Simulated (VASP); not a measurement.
Write the native input for VASP 6.6.1 that does the following.

* Task: single point
* Functional: PBE
* Potentials or basis: VASP PAW PBE potentials, release 64 (Zn, S)
* Cutoff: 520 eV
* k mesh: 6 × 6 × 4
* Occupations: gaussian, width 0.1 eV
* Spin: no spin polarisation
* Dipole correction: no
* Further INCAR settings: ALGO = Normal; EDIFF = 1e-07; NBANDS = 16

The structure of ZnS lies in POSCAR:

```
ZnS
1.0
    4.7962021704      0.0000000000      0.0000000000
    0.0000000000      4.1735412204      0.0000000000
    0.0000000000      0.0000000000      5.2264473549
Zn S
1 1
Direct
    0.5000000000      0.0000000000      0.5000000000
    0.5000000000      0.5000000000      0.5000000000
```

The cell was built from a structure type or drawn by symmetry, and may not be a known phase.

One way to write it, as run:

INCAR

```
PREC = Accurate
ENCUT = 520
EDIFF = 1E-7
ISMEAR = 0
SIGMA = 0.1
LREAL = False
LASPH = True
NELM = 80
ALGO = Normal
ISIF = 2
LWAVE = False
LCHARG = True
GGA = PE
LELF = True
LVHAR = True
NBANDS = 16
```

KPOINTS

```
Automatic mesh
0
Gamma
  6 6 4
```

Potentials or basis: VASP PAW PBE potentials, release 64 (Zn, S).

The run is started by

```bash
$ cat potpaw_PBE.64/Zn/POTCAR potpaw_PBE.64/S/POTCAR > POTCAR
$ mpirun -np 1 vasp_std > vasp.out
```

Results of the run:

```yaml
Pressure: 0.1 GPa
Band_gap_on_the_k_mesh: 1.11 eV (least direct gap 2.10 eV)
```

Wall time 26 s on 1 thread of AMD EPYC 9R45 96-Core Processor (Zen 5), on a shared host, peak memory 0.22 GiB.
